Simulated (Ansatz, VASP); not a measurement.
**Two plane-wave programs on Sn**

```
Sn
1.0
     0.00000    3.28499    3.28499
     3.28499    0.00000    3.28499
     3.28499    3.28499    0.00000
Sn
2
Direct
  0.50000 0.50000 0.50000
  0.75000 0.75000 0.75000
```

Alike in both runs: task electric field gradients; functional r2SCAN; k mesh 9 × 9 × 9; occupations fermi-dirac, width 0.08 eV; no spin polarisation.

|  | VASP | Ansatz |
| --- | --- | --- |
| version | VASP 6.6.1 | Ansatz 0.2.0 |
| potentials or method | VASP PAW PBE potentials, release 64 (Sn_d) | PAW with Ansatz's default frozen-core files, scalar-relativistic |
| plane-wave cutoff (eV) | 520 | 500 |
| valence electrons in the cell | 28 | 28 |

|  | VASP | Ansatz | Ansatz less VASP |
| --- | --- | --- | --- |
| pressure (GPa) | -0.1 | 0.0 | +0.03 |

VASP's potentials were made for PBE, not for r2SCAN. The functional is the same, so the differences come from potentials, cutoffs and numerics.
